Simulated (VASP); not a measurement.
# GaN (Fm-3m) in VASP: G0W0 quasiparticle levels with PBE

Aim: the G0W0 quasiparticle levels of GaN with PBE.

All numbers are computed with VASP 6.6.1; they aren't measurements. Logs are shortened: lines on timing, memory, paths and dates and some standing lists are left out, and cuts for length are marked.

### 1 The cell of the first run

Symmetry: Fm-3m, No. 225, cubic system. Conventional cell: a = 4.217 Å, b = 4.217 Å, c = 4.217 Å, α = 90.00°, β = 90.00°, γ = 90.00°. Ga (site symmetry m-3m) has 6 N at 2.11 Å within 2.8 Å. N (site symmetry m-3m) has 6 Ga at 2.11 Å within 2.8 Å.

### 2 G0W0 quasiparticle levels, PBE

Input file POSCAR:

```
GaN
1.0
    0.0000000000      2.1085152362      2.1085152362
    2.1085152362      0.0000000000      2.1085152362
    2.1085152362      2.1085152362      0.0000000000
Ga N
1 1
Direct
    0.0000000000      0.0000000000      0.0000000000
    0.5000000000      0.5000000000      0.5000000000
```

Input file INCAR.step1:

```
SYSTEM = GaN
ALGO = Normal ; EDIFF = 1E-8
ENCUT = 500 ; GGA = PE
ISMEAR = 0 ; LASPH = .True.
LCHARG = .False. ; LREAL = .False.
LWAVE = .True. ; NELM = 100
PREC = Accurate ; SIGMA = 0.01
```

Input file INCAR.step2:

```
SYSTEM = GaN
ALGO = Exact ; EDIFF = 1E-8
ENCUT = 500 ; GGA = PE
ISMEAR = 0 ; ISTART = 1
LASPH = .True. ; LCHARG = .False.
LOPTICS = .True. ; LREAL = .False.
LWAVE = .True. ; NBANDS = 87
NELM = 1 ; PREC = Accurate
SIGMA = 0.01
```

Input file INCAR.step3:

```
SYSTEM = GaN
ALGO = EVGW0 ; EDIFF = 1E-8
ENCUT = 500 ; ENCUTGW = 150.0
GGA = PE ; ISMEAR = 0
ISTART = 1 ; LASPH = .True.
LCHARG = .False. ; LREAL = .False.
LWAVE = .False. ; NBANDS = 87
NBANDSGW = 17 ; NELMGW = 1
NOMEGA = 96 ; OMEGAMAX = 30
PREC = Accurate ; PRECFOCK = Fast
SIGMA = 0.01
```

Input file KPOINTS:

```
k-points
0
Gamma
  6 6 6
  0 0 0
```

Potentials or basis: VASP PAW PBE potentials, release 64 (Ga_d_GW, N_GW).

Started as:

```sh
$ cat potpaw_PBE.64/Ga_d_GW/POTCAR potpaw_PBE.64/N_GW/POTCAR > POTCAR
$ cp INCAR.step1 INCAR
$ mpirun -np 1 vasp_std > vasp.out
$ cp INCAR.step2 INCAR
$ mpirun -np 1 vasp_std > vasp.out
$ cp INCAR.step3 INCAR
$ mpirun -np 1 vasp_std > vasp.out
```

OUTCAR:

```text
SYSTEM = GaN
   EDIFF = 1E-8
   ENCUT = 500
   ENCUTGW = 150.0
   GGA = PE
   ISMEAR = 0
   ISTART = 1
   LASPH = .True.
   LREAL = .False.
   NELMGW = 1
   PREC = Accurate
   PRECFOCK = Fast

 ion  position               nearest neighbor table
   1  0.000  0.000  0.000-   2 2.11   2 2.11   2 2.11   2 2.11   2 2.11   2 2.11
   2  0.500  0.500  0.500-   1 2.11   1 2.11   1 2.11   1 2.11   1 2.11   1 2.11

  LATTYP: Found a face centered cubic cell.
 ALAT       =     4.2170304724

  Lattice vectors:

 A1 = (   0.0000000000,   2.1085152362,   2.1085152362)
 A2 = (   2.1085152362,   0.0000000000,   2.1085152362)
 A3 = (   2.1085152362,   2.1085152362,   0.0000000000)

Analysis of symmetry for initial positions (statically):
=====================================================================
 Subroutine PRICEL returns:
 Original cell was already a primitive cell.

 Routine SETGRP: Setting up the symmetry group for a
 face centered cubic supercell.

 Subroutine GETGRP returns: Found 48 space group operations
 (whereof 48 operations were pure point group operations)
 out of a pool of 48 trial point group operations.

The static configuration has the point symmetry O_h .

Analysis of symmetry for dynamics (positions and initial velocities):
=====================================================================
 Subroutine PRICEL returns:
 Original cell was already a primitive cell.

 Routine SETGRP: Setting up the symmetry group for a
 face centered cubic supercell.

 Subroutine GETGRP returns: Found 48 space group operations
 (whereof 48 operations were pure point group operations)
 out of a pool of 48 trial point group operations.

The dynamic configuration has the point symmetry O_h .

 Subroutine INISYM returns: Found 48 space group operations
 (whereof 48 operations are pure point group operations),
 and found     1 'primitive' translations

----------------------------------------------------------------------------------------

                                     Primitive cell

  volume of cell :      18.7482

  direct lattice vectors                    reciprocal lattice vectors
     0.000000000  2.108515236  2.108515236    -0.237133691  0.237133691  0.237133691
     2.108515236  0.000000000  2.108515236     0.237133691 -0.237133691  0.237133691
     2.108515236  2.108515236  0.000000000     0.237133691  0.237133691 -0.237133691

  length of vectors
     2.981890844  2.981890844  2.981890844     0.410727601  0.410727601  0.410727601

  position of ions in fractional coordinates (direct lattice)
     0.000000000  0.000000000  0.000000000
     0.500000000  0.500000000  0.500000000

  ion indices of the primitive-cell ions
   primitive index   ion index
                 1           1
                 2           2

----------------------------------------------------------------------------------------

 KPOINTS: k-points

Automatic generation of k-mesh.
 Grid dimensions read from file:
 generate k-points for:    6    6    6

 Generating k-lattice:

  Cartesian coordinates                     Fractional coordinates (reciprocal lattice)
    -0.039522282  0.039522282  0.039522282     0.166666667  0.000000000  0.000000000
     0.039522282 -0.039522282  0.039522282     0.000000000  0.166666667  0.000000000
     0.039522282  0.039522282 -0.039522282     0.000000000  0.000000000  0.166666667

  Length of vectors
     0.068454600  0.068454600  0.068454600

  Shift w.r.t. Gamma in fractional coordinates (k-lattice)
     0.000000000  0.000000000  0.000000000

 Subroutine IBZKPT returns following result:
 ===========================================

 Found     16 irreducible k-points:

 Following reciprocal coordinates:
            Coordinates               Weight
  0.000000  0.000000  0.000000      1.000000
  0.166667  0.000000  0.000000      8.000000
  0.333333  0.000000  0.000000      8.000000
  0.500000  0.000000  0.000000      4.000000
  0.166667  0.166667  0.000000      6.000000
  0.333333  0.166667  0.000000     24.000000
[... 8 lines left out ...]
 -0.333333  0.333333  0.166667     24.000000
 -0.333333  0.500000  0.166667     12.000000
   k-points           NKPTS =     16   k-points in BZ     NKDIM =    216   number of bands    NBANDS=     87
   number of dos      NEDOS =    301   number of ions     NIONS =      2
   total plane-waves  NPLWV =  13824
   dimension x,y,z NGX =    24 NGY =   24 NGZ =   24
   dimension x,y,z NGXF=    48 NGYF=   48 NGZF=   48
   ions per type =               1   1
   NGX,Y,Z   is equivalent  to a cutoff of  13.38, 13.38, 13.38 a.u.
   NGXF,Y,Z  is equivalent  to a cutoff of  26.76, 26.76, 26.76 a.u.
 SYSTEM =  GaN
   PREC   = accura    normal or accurate (medium, high low for compatibility)
   ISTART =      1    job   : 0-new  1-cont  2-samecut
   ICHARG =      0    charge: 1-file 2-atom 10-const
   ISPIN  =      1    spin polarized calculation?
   LNONCOLLINEAR =      F non collinear calculations
   LSORBIT =      F    spin-orbit coupling
   LASPH  =      T    aspherical Exc in radial PAW
   ENCUT  =  500.0 eV  36.75 Ry    6.06 a.u.   5.44  5.44  5.44*2*pi/ulx,y,z
   NELM   =     60;   NELMIN=  2; NELMDL=  0     # of ELM steps
   EDIFF  = 0.1E-07   stopping-criterion for ELM
   LREAL  =      F    real-space projection
   EDIFFG = 0.1E-06   stopping-criterion for IOM
   NSW    =      0    number of steps for IOM
   IBRION =     -1    ionic relax: 0-MD 1-quasi-New 2-CG
   NFREE  =      0    steps in history (QN), initial steepest desc. (CG)
   ISIF   =      0    stress and relaxation
   ISYM   =      3    0-nonsym 1-usesym 2-fastsym
   POTIM  = 0.5000    time-step for ionic-motion
   TEBEG  =    0.0;   TEEND  =   0.0 temperature during run
   PSTRESS=    0.0 pullay stress
   NELECT =      18.0000    total number of electrons
   NUPDOWN=      -1.0000    fix difference up-down
   EMIN   =  10.00;   EMAX   =-10.00  energy-range for DOS
   EFERMI =   0.00;   METHOD = LEGACY
   ISMEAR =     0;   SIGMA  =   0.01  broadening in eV -4-tet -1-fermi 0-gaus
   EFERMI_NEDOS =   21; number of points for ismear=-14 and -15
   IALGO  =     38    algorithm
   IMIX   =      4    mixing-type and parameters
     AMIX     =   0.40;   BMIX     =  1.00
     AMIX_MAG =   1.60;   BMIX_MAG =  1.00
  volume/ion in A,a.u.               =       9.37        63.26
  Fermi-wavevector in a.u.,A,eV,Ry     =   1.615024  3.051952 35.488101  2.608302
  Thomas-Fermi vector in A             =   2.709838
   LORBIT       =      0    0 simple, 1 ext, 2 COOP (PROOUT), +10 PAW based schemes
   GGA     = PE    functional components
   LHFCALC =     T    Hartree Fock is set to
   PRECFOCK=fast      Normal, Fast or Accurate (Low or Medium for compatibility)
   ENCUT4O =  -1.0   cutoff for four orbital integrals eV
   NKREDX  =     1    reduce k-point grid by
   NKREDY  =     1    reduce k-point grid by
   NKREDZ  =     1    reduce k-point grid by
   AEXX    =    1.0000 exact exchange contribution
   HFSCREEN=    0.0000 screening length (either q_TF or 0.3 A-1)
   HFSCREENC=   0.0000 screening length for correlation (either q_TF or 0.3 A-1)
   ENCUTFOCK=  -1.0 apply spherical cutoff to Coloumb kernel
   IVDW    =     0    specifies the selected vdW correction
   LEPSILON=     F    determine dielectric tensor
   LRPA    =     F    only Hartree local field effects (RPA)
   LRPAFORCE           =     F    calculate RPA forces
   ENCUTGW             = 150.0    cutoff for response function in eV
   ENCUTGWSOFT         = 120.0    soft cutoff for Coulomb kernel in GW response function in eV
   ENCUTLF             =  -1.0    cutoff for local field effects
   NELMGW              =     1    number of iterations in solving QP/BSE equation
   NELMHF              =     1    number of iterations in the inner HF iteration
   NKREDLFX            =     1    NKREDLFY  =   1   NKREDLFZ  =   1
 non-spin polarized calculation
 Gauss-broadening in eV      SIGMA  =   0.01
  energy-cutoff  :      500.00
  volume of cell :       18.75
 maximum number of plane-waves:       531
 NGX is ok and might be reduce to    24
  NGX = 14; NGY = 14; NGZ = 14
   NGX = 11   NGY = 11   NGZ = 11
 maximum number of plane-waves:        82
 NGX is ok and might be reduce to    14

 QP shifts <psi_nk| G(iteration)W_0 |psi_nk>: iteration 1
 for sc-GW calculations column KS-energies equals QP-energies in previous step
 and V_xc(KS)=  KS-energies - (<T + V_ion + V_H > + <T+V_H+V_ion>^1  + <V_x>^1)

 k-point   1 :       0.0000    0.0000    0.0000
  band No.  KS-energies  QP-energies   sigma(KS)   V_xc(KS)     V^pw_x(r,r')   Z            occupation Imag(sigma)

      1      -9.5991     -10.4720     -15.8230     -14.5440     -24.4163       0.6825       2.0000       1.3498
      2      -6.3010      -9.1230     -25.5073     -21.6471     -34.9896       0.7311       2.0000       0.1651
      3      -6.3010      -9.1230     -25.5073     -21.6471     -34.9896       0.7311       2.0000       0.1651
      4      -6.3010      -9.1230     -25.5073     -21.6471     -34.9896       0.7311       2.0000       0.1651
      5      -6.2045      -9.0742     -25.7738     -21.8491     -35.4640       0.7312       2.0000       0.2090
      6      -6.2045      -9.0742     -25.7738     -21.8491     -35.4640       0.7312       2.0000       0.2090
[... 9 lines left out ...]
     16      23.6770      24.3241     -11.8991     -12.7475      -4.5181       0.7627       0.0000      -0.5588
     17      23.8723      24.0254      -9.0863      -9.2806      -2.5749       0.7877       0.0000      -0.3120

 k-point   2 :       0.1667    0.0000    0.0000
  band No.  KS-energies  QP-energies   sigma(KS)   V_xc(KS)     V^pw_x(r,r')   Z            occupation Imag(sigma)

      1      -9.0633      -9.9204     -15.9628     -14.7059     -24.4490       0.6819       2.0000       1.2865
      2      -6.3202      -9.1312     -25.4300     -21.5849     -34.8998       0.7311       2.0000       0.1708
      3      -6.2980      -9.1263     -25.5450     -21.6751     -35.1041       0.7308       2.0000       0.1873
      4      -6.2980      -9.1263     -25.5450     -21.6751     -35.1041       0.7308       2.0000       0.1873
      5      -6.2136      -9.0664     -25.6999     -21.8008     -35.3178       0.7316       2.0000       0.1941
      6      -6.2136      -9.0664     -25.6999     -21.8008     -35.3178       0.7316       2.0000       0.1941
[... 9 lines left out ...]
     16      24.2832      24.7665     -11.7660     -12.3750      -5.6396       0.7937       0.0000      -0.3726
     17      29.4140      29.7712     -10.5041     -10.9503      -3.5842       0.8005       0.0000      -0.7149

 k-point   3 :       0.3333    0.0000    0.0000
  band No.  KS-energies  QP-energies   sigma(KS)   V_xc(KS)     V^pw_x(r,r')   Z            occupation Imag(sigma)
[... 253 lines left out ...]
      1      -7.5730      -9.5062     -21.9060     -19.1482     -31.2048       0.7010       2.0000       0.5933
      2      -6.3695      -9.1514     -25.2570     -21.4475     -34.7658       0.7303       2.0000       0.2075
      3      -6.2791      -9.0932     -25.4971     -21.6456     -35.1000       0.7306       2.0000       0.2127
      4      -6.2714      -9.0716     -25.3885     -21.5609     -34.8438       0.7316       2.0000       0.1782
      5      -6.0506      -8.9080     -25.8335     -21.9396     -35.3718       0.7338       2.0000       0.1655
      6      -4.1452      -5.8102     -21.6916     -19.4267     -30.1199       0.7351       2.0000       0.5851
[... 9 lines left out ...]
     16      33.6579      34.2937     -11.0490     -11.8329      -3.7150       0.8110       0.0000      -1.1336
     17      35.3067      36.1522     -11.8442     -12.8640      -4.6307       0.8291       0.0000      -1.2200

 k-point  16 :      -0.3333    0.5000    0.1667
  band No.  KS-energies  QP-energies   sigma(KS)   V_xc(KS)     V^pw_x(r,r')   Z            occupation Imag(sigma)

      1      -7.8105      -9.7377     -21.8995     -19.1321     -31.2659       0.6964       2.0000       0.5905
      2      -6.3983      -9.1880     -25.2535     -21.4323     -34.6899       0.7300       2.0000       0.1753
      3      -6.2217      -9.0602     -25.6682     -21.7824     -35.3657       0.7305       2.0000       0.2260
      4      -6.1689      -8.9893     -25.5714     -21.7169     -35.0582       0.7317       2.0000       0.1738
      5      -6.0147      -8.8755     -25.8783     -21.9817     -35.4201       0.7342       2.0000       0.1639
      6      -3.4235      -5.0635     -22.1613     -19.9360     -30.5425       0.7370       2.0000       0.5448
[... 9 lines left out ...]
     16      35.0623      36.0469     -13.2825     -14.4644      -5.9437       0.8331       0.0000      -1.4838
     17      36.9951      37.9786     -13.2706     -14.4664      -5.0693       0.8225       0.0000      -1.8265
```

Run time: 11 min. Hardware: 1 thread of Intel Xeon 8259CL, shared host; peak memory 0.4 GiB.

Results:

```
Quasiparticle gap                                   : 1.52 eV
Least direct quasiparticle gap                      : 3.85 eV
Band gap of the starting levels on the mesh         : 0.62 eV
Least direct gap of the starting levels on the mesh : 2.83 eV
```

Caveat: the k points lie up to 0.43 Å⁻¹ apart; bands, screening cutoff and mesh are small and nothing is extrapolated, so the quasiparticle values aren't converged; the structure was generated, so it needn't be the stable form of GaN.
